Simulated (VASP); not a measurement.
Wanted: the native input for a VASP 6.6.1 run.

* Task: electric field gradients
* Functional: PBEsol
* Potentials or basis: VASP PAW PBE potentials, release 64 (Be)
* Cutoff: 520 eV
* k mesh: 23 × 23 × 23
* Occupations: fermi-dirac, width 0.03 eV
* Spin: no spin polarisation
* Dipole correction: no
* Further INCAR settings: ALGO = Normal; EDIFF = 1e-08; NBANDS = 7

The structure of Be lies in POSCAR:

```
Be
1.0
   -1.2277574868      1.2277574868      1.2277574868
    1.2277574868     -1.2277574868      1.2277574868
    1.2277574868      1.2277574868     -1.2277574868
Be
1
Direct
    0.0000000000      0.0000000000      0.0000000000
```

This cell differs from its parent crystal: volume scaled by 0.9405.

One way to write it, as run:

INCAR

```
SYSTEM = Be
PREC = Accurate
ENCUT = 520
EDIFF = 1E-8
ISMEAR = -1
SIGMA = 0.03
LREAL = .FALSE.
LASPH = .TRUE.
NELM = 100
ALGO = Normal
ISIF = 2
LWAVE = .FALSE.
LCHARG = .FALSE.
GGA = PS
LEFG = .TRUE.
NBANDS = 7
```

KPOINTS

```
regular mesh
0
G
  23 23 23
  0 0 0
```

Potentials or basis: VASP PAW PBE potentials, release 64 (Be).

Launch:

```console
$ cat potpaw_PBE.64/Be/POTCAR > POTCAR
$ mpirun -np 1 vasp_std > vasp.out
```

It gave:

```json
{"Pressure": "6.5 GPa", "Band gap on the k mesh": "zero (band 1 reaches 12.15 eV, above the bottom of band 2 at 7.05 eV)"}
```

Caveat: without QUAD_EFG the Cq values of the log hold for a quadrupole moment of 1 mb, not for the nuclei; the PAW data sets were made with another functional, which shifts forces and pressure a little.

Run time: 28 s on 1 thread of AMD EPYC 7R13, with other jobs on the host, peak memory 0.09 GiB.
